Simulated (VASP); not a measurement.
MnS, 2 atoms in the cell. Symmetry: Fm-3m, No. 225, cubic system. Conventional cell: a = 5.209 Å, b = 5.209 Å, c = 5.209 Å, α = 90.00°, β = 90.00°, γ = 90.00°. Within 3.4 Å of Mn (site symmetry m-3m) lie 6 S at 2.60 Å. S (site symmetry m-3m) has 6 Mn at 2.60 Å within 3.4 Å. 

```yaml
Program: VASP 6.6.1
Task: single point
Functional: PBE
Potentials_or_basis: VASP PAW PBE potentials, release 64 (Mn_pv, S)
Cutoff: 520 eV
k_mesh: 8 × 8 × 8
Occupations: gaussian, width 0.05 eV
Spin: collinear spin, ferromagnetic start
Starting_moments: "[5.0, 0.0] μB"
Hubbard_terms: Mn d U = 3.9 eV
Dipole_correction: no
Further_INCAR_settings: ALGO = Normal; EDIFF = 1e-07; NBANDS = 20
```

Potentials or basis: VASP PAW PBE potentials, release 64 (Mn_pv, S).

The run is started by

```console
$ cat potpaw_PBE.64/Mn_pv/POTCAR potpaw_PBE.64/S/POTCAR > POTCAR
$ mpirun -np 1 vasp_std > vasp.out
```

Hardware: 1 thread of Intel(R) Xeon(R) Platinum 8259CL CPU @ 2.50GHz (Skylake/Cascade Lake), on a shared host.

Task: How long does it take, and how much memory?

Result: It took 40 s on 1 thread of Intel(R) Xeon(R) Platinum 8259CL CPU @ 2.50GHz (Skylake/Cascade Lake) (shared host), peak memory 0.18 GiB. Counts: scf iterations 17, k points 29.
